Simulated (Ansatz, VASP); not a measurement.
## Mg2Sn in VASP and in Ansatz

```
Mg Sn
1.0
     0.00000    3.31051    3.31051
     3.31051    0.00000    3.31051
     3.31051    3.31051    0.00000
Mg Sn
2 1
Direct
  0.25000 0.25000 0.25000
  0.75000 0.75000 0.75000
  0.00000 0.00000 0.00000
```

Change from the starting cell: volume scaled by 0.94, crystal datasets.

Alike in both runs: task electric field gradients; functional LDA; k mesh 11 × 11 × 11; occupations fermi-dirac, width 0.08 eV; no spin polarisation.

```csv
,VASP,Ansatz
version,VASP 6.6.1,Ansatz 0.2.0
potentials or method,"VASP PAW LDA potentials, release 64 (Mg, Sn_d), cutoff 520 eV","all-electron PAW with datasets made for the crystal, scalar-relativistic"
```

|  | VASP | Ansatz | Ansatz less VASP |
| --- | --- | --- | --- |
| pressure (GPa) | 0.7 | 1.0 | +0.31 |

LDA's correlation is that of Perdew and Zunger in VASP and of Perdew and Wang (1992) in Ansatz. Ansatz ran all-electron here, and VASP with PAW potentials.
